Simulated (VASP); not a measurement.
# AlRu (WC type) (P-6m2) in VASP: notebook

Runs on AlRu (WC type). Level: PBE. Tasks: single point.

All numbers are computed with VASP 6.6.1; they aren't measurements. Logs are shortened: lines on timing, memory, paths and dates and some standing lists are left out, and cuts for length are marked.

### Step 1. The cell of the first run

The structure is hexagonal, space group P-6m2 (No. 187). The conventional cell has a = 2.686 Å, b = 2.686 Å, c = 3.694 Å, α = 90.00°, β = 90.00°, γ = 120.00°. Within 3.2 Å of Ru (site symmetry -6m2) lie 6 Al at 2.41 Å and 6 Ru at 2.69 Å. Within 3.2 Å of Al (site symmetry -6m2) lie 6 Ru at 2.41 Å and 6 Al at 2.69 Å.

### Step 2. Single point, PBE

File INCAR:

```
ALGO     = Normal         # electronic algorithm
EDIFF    = 1E-7           # SCF threshold, eV
ENCUT    = 520            # plane-wave cutoff, eV
GGA      = PE             # functional
ISIF     = 2              # what is computed and relaxed
ISMEAR   = -1             # smearing method
LASPH    = T              # aspherical terms in the spheres
LCHARG   = F              # write CHGCAR
LREAL    = F              # projectors in reciprocal space
LWAVE    = F              # write WAVECAR
NBANDS   = 16             # bands
NELM     = 60             # most SCF steps
PREC     = Accurate       # precision mode
SIGMA    = 0.05           # smearing width, eV
```

File KPOINTS:

```
k-points
0
Gamma
  14 14 13
```

File POSCAR:

```
AlRu
1.0
    2.6858747187      0.0000000000      0.0000000000
   -1.3429373594      2.3260357377      0.0000000000
    0.0000000000      0.0000000000      3.6942458494
Ru Al
1 1
Direct
    0.0000000000      0.0000000000      0.0000000000
    0.3333333333      0.6666666667      0.5000000000
```

Potentials or basis: VASP PAW PBE potentials, release 64 (Ru_pv, Al).

Run with:

```console
> cat potpaw_PBE.64/Ru_pv/POTCAR potpaw_PBE.64/Al/POTCAR > POTCAR
> mpirun -np 1 vasp_std > vasp.out
```

OUTCAR:

```text
EDIFF = 1E-7
   ENCUT = 520
   GGA = PE
   ISIF = 2
   ISMEAR = -1
   LASPH = T
   LREAL = F
   NELM = 60
   PREC = Accurate

 ion  position               nearest neighbor table
   1  0.000  0.000  0.000-   2 2.41   2 2.41   2 2.41   2 2.41   2 2.41   2 2.41
   2  0.333  0.667  0.500-   1 2.41   1 2.41   1 2.41   1 2.41   1 2.41   1 2.41

  LATTYP: Found a hexagonal cell.
 ALAT       =     2.6858747187
 C/A-ratio  =     1.3754349090

  Lattice vectors:

 A1 = (   2.6858747187,   0.0000000000,   0.0000000000)
 A2 = (  -1.3429373594,   2.3260357377,   0.0000000000)
 A3 = (   0.0000000000,   0.0000000000,   3.6942458494)

Analysis of symmetry for initial positions (statically):
=====================================================================
 Subroutine PRICEL returns:
 Original cell was already a primitive cell.

 Routine SETGRP: Setting up the symmetry group for a
 hexagonal supercell.

 Subroutine GETGRP returns: Found 12 space group operations
 (whereof 12 operations were pure point group operations)
 out of a pool of 24 trial point group operations.

The static configuration has the point symmetry D_3h.

Analysis of symmetry for dynamics (positions and initial velocities):
=====================================================================
 Subroutine PRICEL returns:
 Original cell was already a primitive cell.

 Routine SETGRP: Setting up the symmetry group for a
 hexagonal supercell.

 Subroutine GETGRP returns: Found 12 space group operations
 (whereof 12 operations were pure point group operations)
 out of a pool of 24 trial point group operations.

The dynamic configuration has the point symmetry D_3h.

 Subroutine INISYM returns: Found 12 space group operations
 (whereof 12 operations are pure point group operations),
 and found     1 'primitive' translations

----------------------------------------------------------------------------------------

                                     Primitive cell

  volume of cell :      23.0796

  direct lattice vectors                    reciprocal lattice vectors
     2.685874719  0.000000000  0.000000000     0.372318185  0.214958004  0.000000000
    -1.342937359  2.326035738  0.000000000     0.000000000  0.429916009  0.000000000
     0.000000000  0.000000000  3.694245849     0.000000000  0.000000000  0.270691243

  length of vectors
     2.685874719  2.685874719  3.694245849     0.429916009  0.429916009  0.270691243

  position of ions in fractional coordinates (direct lattice)
     0.000000000  0.000000000  0.000000000
     0.333333333  0.666666667  0.500000000

  ion indices of the primitive-cell ions
   primitive index   ion index
                 1           1
                 2           2

----------------------------------------------------------------------------------------

 KPOINTS: k-points

Automatic generation of k-mesh.
 Grid dimensions read from file:
 generate k-points for:   14   14   13

 Generating k-lattice:

  Cartesian coordinates                     Fractional coordinates (reciprocal lattice)
     0.026594156  0.015354143  0.000000000     0.071428571 -0.000000000  0.000000000
     0.000000000  0.030708286  0.000000000     0.000000000  0.071428571  0.000000000
     0.000000000  0.000000000  0.020822403     0.000000000  0.000000000  0.076923077

  Length of vectors
     0.030708286  0.030708286  0.020822403

  Shift w.r.t. Gamma in fractional coordinates (k-lattice)
     0.000000000  0.000000000  0.000000000

 Subroutine IBZKPT returns following result:
 ===========================================

 Found    168 irreducible k-points:

 Following reciprocal coordinates:
            Coordinates               Weight
  0.000000  0.000000  0.000000      1.000000
  0.071429 -0.000000  0.000000      6.000000
  0.142857  0.000000  0.000000      6.000000
  0.214286 -0.000000  0.000000      6.000000
  0.285714 -0.000000  0.000000      6.000000
  0.357143 -0.000000  0.000000      6.000000
[... 16 lines left out ...]
  0.285714  0.285714  0.000000      6.000000
  0.357143  0.285714  0.000000      6.000000
 [... further k-points ...]
   k-points           NKPTS =    168   k-points in BZ     NKDIM =    168   number of bands    NBANDS=     16
   number of dos      NEDOS =    301   number of ions     NIONS =      2
   total plane-waves  NPLWV =  11200
   dimension x,y,z NGX =    20 NGY =   20 NGZ =   28
   dimension x,y,z NGXF=    40 NGYF=   40 NGZF=   56
   ions per type =               1   1
   NGX,Y,Z   is equivalent  to a cutoff of  12.38, 12.38, 12.60 a.u.
   NGXF,Y,Z  is equivalent  to a cutoff of  24.76, 24.76, 25.20 a.u.
 SYSTEM =  unknown system
   PREC   = accura    normal or accurate (medium, high low for compatibility)
   ISTART =      0    job   : 0-new  1-cont  2-samecut
   ICHARG =      2    charge: 1-file 2-atom 10-const
   ISPIN  =      1    spin polarized calculation?
   LNONCOLLINEAR =      F non collinear calculations
   LSORBIT =      F    spin-orbit coupling
   LASPH  =      T    aspherical Exc in radial PAW
   ENCUT  =  520.0 eV  38.22 Ry    6.18 a.u.   4.99  4.99  6.87*2*pi/ulx,y,z
   NELM   =     60;   NELMIN=  2; NELMDL= -5     # of ELM steps
   EDIFF  = 0.1E-06   stopping-criterion for ELM
   LREAL  =      F    real-space projection
   EDIFFG = 0.1E-05   stopping-criterion for IOM
   NSW    =      0    number of steps for IOM
   IBRION =     -1    ionic relax: 0-MD 1-quasi-New 2-CG
   NFREE  =      0    steps in history (QN), initial steepest desc. (CG)
   ISIF   =      2    stress and relaxation
   ISYM   =      2    0-nonsym 1-usesym 2-fastsym
   POTIM  = 0.5000    time-step for ionic-motion
   TEBEG  =    0.0;   TEEND  =   0.0 temperature during run
   PSTRESS=    0.0 pullay stress
   NELECT =      17.0000    total number of electrons
   NUPDOWN=      -1.0000    fix difference up-down
   EMIN   =  10.00;   EMAX   =-10.00  energy-range for DOS
   EFERMI =   0.00;   METHOD = LEGACY
   ISMEAR =    -1;   SIGMA  =   0.05  broadening in eV -4-tet -1-fermi 0-gaus
   EFERMI_NEDOS =   21; number of points for ismear=-14 and -15
   IALGO  =     38    algorithm
   IMIX   =      4    mixing-type and parameters
     AMIX     =   0.40;   BMIX     =  1.00
     AMIX_MAG =   1.60;   BMIX_MAG =  1.00
  volume/ion in A,a.u.               =      11.54        77.87
  Fermi-wavevector in a.u.,A,eV,Ry     =   1.478479  2.793920 29.740977  2.185900
  Thomas-Fermi vector in A             =   2.592755
   LORBIT       =      0    0 simple, 1 ext, 2 COOP (PROOUT), +10 PAW based schemes
   GGA     = PE    functional components
   LHFCALC =     F    Hartree Fock is set to
   AEXX    =    0.0000 exact exchange contribution
   IVDW    =     0    specifies the selected vdW correction
   LEPSILON=     F    determine dielectric tensor
   LRPA    =     F    only Hartree local field effects (RPA)
 non-spin polarized calculation
  energy-cutoff  :      520.00
  volume of cell :       23.08
 maximum number of plane-waves:       637
 NGX is ok and might be reduce to    20
   NGX =  9   NGY =  9   NGZ = 13

 number of electron      16.9999998 magnetization

 Free energy of the ion-electron system (eV)
  ---------------------------------------------------
  ext. energy  EPLUGINS =         0.00000000
  ---------------------------------------------------
  free energy    TOTEN  =       -13.11079578 eV

  energy without entropy =      -13.10303247  energy(sigma->0) =      -13.10691412

 E-fermi :  13.3027     XC(G=0): -13.3316

 val. band max:       13.2884350786   @ k =   0.0714  -0.0000   0.1538
 cond. band min:      13.3059190783   @ k =   0.4286  -0.0000   0.3846
 fundamental gap:      0.0174839997
 Fermi energy:        13.3026848981

 k-point     1 :       0.0000    0.0000    0.0000
  band No.  band energies     occupation
      1     -29.0011      2.00000
      2     -28.6782      2.00000
      3     -28.6782      2.00000
      4       2.2203      2.00000
      5       7.9998      2.00000
      6      11.1019      2.00000
[... 8 lines left out ...]
     15      27.3981      0.00000
     16      29.8410      0.00000

 k-point     2 :       0.0714   -0.0000    0.0000
  band No.  band energies     occupation
      1     -28.9946      2.00000
      2     -28.7216      2.00000
      3     -28.6881      2.00000
      4       2.3729      2.00000
      5       8.1451      2.00000
      6      10.9434      2.00000
[... 8 lines left out ...]
     15      27.5557      0.00000
     16      30.3607      0.00000

 k-point     3 :       0.1429    0.0000    0.0000
  band No.  band energies     occupation
      1     -28.9764      2.00000
      2     -28.8422      2.00000
      3     -28.7160      2.00000
      4       2.8187      2.00000
      5       8.5217      2.00000
      6      10.5746      2.00000
[... 8 lines left out ...]
     15      27.8408      0.00000
     16      29.8944      0.00000

 k-point     4 :       0.2143   -0.0000    0.0000
  band No.  band energies     occupation
      1     -29.0138      2.00000
      2     -28.9500      2.00000
      3     -28.7561      2.00000
      4       3.5240      2.00000
      5       8.8478      2.00000
      6      10.2227      2.00000
[... 8 lines left out ...]
     15      27.8176      0.00000
     16      28.5843      0.00000
[... 324 lines left out ...]
 k-point    22 :       0.3571    0.2143    0.0000
  band No.  band energies     occupation
      1     -29.4030      2.00000
      2     -29.0791      2.00000
      3     -28.8587      2.00000
      4       7.6430      2.00000
      5       8.9624      2.00000
      6       9.0272      2.00000
[... 8 lines left out ...]
     15      26.7240      0.00000
     16      28.7207      0.00000

 k-point    23 :       0.2857    0.2857    0.0000
  band No.  band energies     occupation
      1     -29.3559      2.00000
      2     -29.1393      2.00000
      3     -28.8573      2.00000
      4       7.7993      2.00000
      5       9.0266      2.00000
      6       9.2385      2.00000
[... 8 lines left out ...]
     15      26.4979      0.00000
     16      28.3159      0.00000

 k-point    24 :       0.3571    0.2857    0.0000
  band No.  band energies     occupation
      1     -29.3282      2.00000
      2     -29.1994      2.00000
      3     -28.8532      2.00000
      4       8.3268      2.00000
      5       9.1420      2.00000
      6       9.4137      2.00000
[... 8 lines left out ...]
     15      26.3524      0.00000
     16      27.7463      0.00000

 [... further k-points ...]
[... 5 lines left out ...]
  --------------------------------------------------------------------------------------
  -------------------------------------------------------------------------------------
  Total        8.6575256      8.6575256      8.6663023     -0.0000000      0.0000000      0.0000000
  in kB      601.0027229    601.0027229    601.6119961     -0.0000000      0.0000000      0.0000000
  external PRESSURE =     601.2058139 kB  Pullay stress =       0.0000000 kB

 VOLUME and BASIS-vectors are now :
 -----------------------------------------------------------------------------
  energy-cutoff  :      520.00
  volume of cell :       23.08
      direct lattice vectors                 reciprocal lattice vectors
     2.685874719  0.000000000  0.000000000     0.372318185  0.214958004  0.000000000
    -1.342937359  2.326035738  0.000000000     0.000000000  0.429916009  0.000000000
     0.000000000  0.000000000  3.694245849     0.000000000  0.000000000  0.270691243

 POSITION                                       TOTAL-FORCE (eV/Angst)
 -----------------------------------------------------------------------------------
      0.00000      0.00000      0.00000         0.000000     -0.000000      0.000000
     -0.00000      1.55069      1.84712        -0.000000      0.000000      0.000000
 -----------------------------------------------------------------------------------
    total drift:                                0.000000     -0.000000      0.000000

  FREE ENERGIE OF THE ION-ELECTRON SYSTEM (eV)
  ---------------------------------------------------
  free  energy   TOTEN  =       -13.1107957831 eV

  energy  without entropy=      -13.1030324660  energy(sigma->0) =      -13.10691412
```

Wall time 71 s (1 thread of Intel Xeon 8259CL, shared host); peak memory 0.18 GiB.

Results:

* Free energy: -13.1108 eV
* Pressure: 60.1 GPa
* Band gap on the k mesh: zero (an odd number of electrons rules out a gap without spin polarisation)

Levels at points of the mesh, in eV from the Fermi level:
```csv
k point,band 6,band 7,band 8,band 9,band 10,band 11
"(0.00, 0.00, 0.00)",-2.20,-2.20,0.01,0.13,0.13,7.57
"(0.50, 0.00, 0.00)",-4.75,-3.51,-0.92,2.12,4.66,6.39
```

Caveat: the cell stands under pressure.

### Step 3. Single point, PBE

File INCAR:

```
PREC     = Accurate       # precision mode
ENCUT    = 520            # plane-wave cutoff, eV
EDIFF    = 1E-7           # SCF threshold, eV
ISMEAR   = -1             # smearing method
SIGMA    = 0.05           # smearing width, eV
LREAL    = False          # projectors in reciprocal space
LASPH    = True           # aspherical terms in the spheres
NELM     = 80             # most SCF steps
ALGO     = Normal         # electronic algorithm
ISIF     = 2              # what is computed and relaxed
LWAVE    = False          # write WAVECAR
LCHARG   = False          # write CHGCAR
GGA      = PE             # functional
NBANDS   = 16             # bands
```

File KPOINTS:

```
Automatic mesh
0
Gamma
  14 14 13
```

File POSCAR:

```
AlRu
1.0
    2.6852391341      0.0000000000      0.0000000000
   -1.3426195671      2.3254853053      0.0000000000
    0.0000000000      0.0000000000      3.6939089669
Ru Al
1 1
Direct
    0.0000000000      0.0000000000      0.0000000000
    0.3333333333      0.6666666667      0.5000000000
```

Potentials or basis: VASP PAW PBE potentials, release 64 (Ru_pv, Al).

Run with:

```console
> cat potpaw_PBE.64/Ru_pv/POTCAR potpaw_PBE.64/Al/POTCAR > POTCAR
> mpirun -np 1 vasp_std > vasp.out
```

Wall time 70 s (1 thread of Intel Xeon 8259CL, shared host); peak memory 0.18 GiB.

It converged, with:

| Quantity | Value |
| --- | --- |
| Free energy | -13.1059 eV |
| Pressure | 60.4 GPa |
| Band gap on the k mesh | zero (an odd number of electrons rules out a gap without spin polarisation) |

Levels at points of the mesh, in eV from the Fermi level:
```tsv
k point	band 6	band 7	band 8	band 9	band 10	band 11
(0.00, 0.00, 0.00)	-2.20	-2.20	0.01	0.13	0.13	7.58
(0.50, 0.00, 0.00)	-4.75	-3.51	-0.92	2.12	4.67	6.39
```

Caveat: the cell stands under pressure.
